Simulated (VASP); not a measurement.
Wanted: the native input for a VASP 6.6.1 run.

```
Task                   : single point
Functional             : PBE
Potentials or basis    : VASP PAW PBE potentials, release 64 (Si, C)
Cutoff                 : 520 eV
k mesh                 : 1 × 1 × 5
Occupations            : gaussian, width 0.05 eV
Spin                   : collinear spin
Starting moments       : [0.3, 0.3, 0.3, 0.3, 0.3, 0.3, 0.3, 0.3, 0.3, 0.3, 0.3, 0.3, 0.3, 0.3, 0.3, 0.3, 0.3, 0.3, 0.3, 0.3] μB
Dipole correction      : no
Further INCAR settings : ALGO = Normal; EDIFF = 1e-06; NBANDS = 60
```

The structure of SiC lies in POSCAR:

```
SiC
1.0
   14.4000000000      0.0000000000      0.0000000000
    0.0000000000     12.4000000000      0.0000000000
    0.0000000000      0.0000000000      7.5859238543
Si C
10 10
Direct
    0.5620840069      0.5000000000      0.0000000000
    0.3137479792      0.5000000000      0.6666666667
    0.4379159931      0.5000000000      0.3333333333
    0.6862520208      0.5000000000      0.6666666667
    0.3758319861      0.3751233691      1.0000000000
    0.6241680139      0.3751233691      0.3333333333
    0.5000000000      0.6248766309      0.6666666667
    0.3758319861      0.6248766309      1.0000000000
    0.6241680139      0.6248766309      0.3333333333
    0.5000000000      0.3751233691      0.6666666667
    0.6241680139      0.6248766309      0.0833333333
    0.5000000000      0.3751233691      0.4166666667
    0.3758319861      0.6248766309      0.7500000000
    0.6241680139      0.3751233691      0.0833333333
    0.5000000000      0.6248766309      0.4166666667
    0.3758319861      0.3751233691      0.7500000000
    0.4379159931      0.5000000000      0.0833333333
    0.6862520208      0.5000000000      0.4166666667
    0.3137479792      0.5000000000      0.4166666667
    0.5620840069      0.5000000000      0.7500000000
```

One way to write it, as run:

INCAR

```
SYSTEM = SiC
PREC = Accurate
ENCUT = 520
EDIFF = 1E-6
ISMEAR = 0
SIGMA = 0.05
LREAL = .False.
LASPH = .True.
NELM = 200
ALGO = Normal
ISIF = 2
LWAVE = .False.
LCHARG = .False.
ISPIN = 2
MAGMOM = 0.3 0.3 0.3 0.3 0.3 0.3 0.3 0.3 0.3 0.3 0.3 0.3 0.3 0.3 0.3 0.3 0.3 0.3 0.3 0.3
LORBIT = 11
GGA = PE
NBANDS = 60
GGA_COMPAT = .False.
```

KPOINTS

```
regular mesh
0
Gamma
  1 1 5
  0 0 0
```

Potentials or basis: VASP PAW PBE potentials, release 64 (Si, C).

Command:

```bash
$ cat potpaw_PBE.64/Si/POTCAR potpaw_PBE.64/C/POTCAR > POTCAR
$ mpirun -np 1 vasp_std > vasp.out
```

Results of the run:

* Largest force: 2.148 eV/Å
* Band gap on the k mesh: 0.13 eV
* Net moment: 5.98 μB per cell
* Site moments: Si -0.01, +0.03, +0.12, +0.02, -0.06, +0.01 (each value once); C +0.61, +0.18, +0.12, +0.04, +0.30, +0.66, +0.06 (each value once) μB
* Valence electrons inside the program's atomic spheres: Si 1.64, 1.60, 1.58, 1.61 (each value once); C 2.26, 2.37, 2.36, 2.50, 2.25 (each value once)

Caveat: semilocal functionals underestimate gaps, and a narrow one can read as zero.

Wall time 69 min on 1 thread of Oxide Virtual Turin-like Processor, with other jobs on the host, peak memory 1.6 GiB.
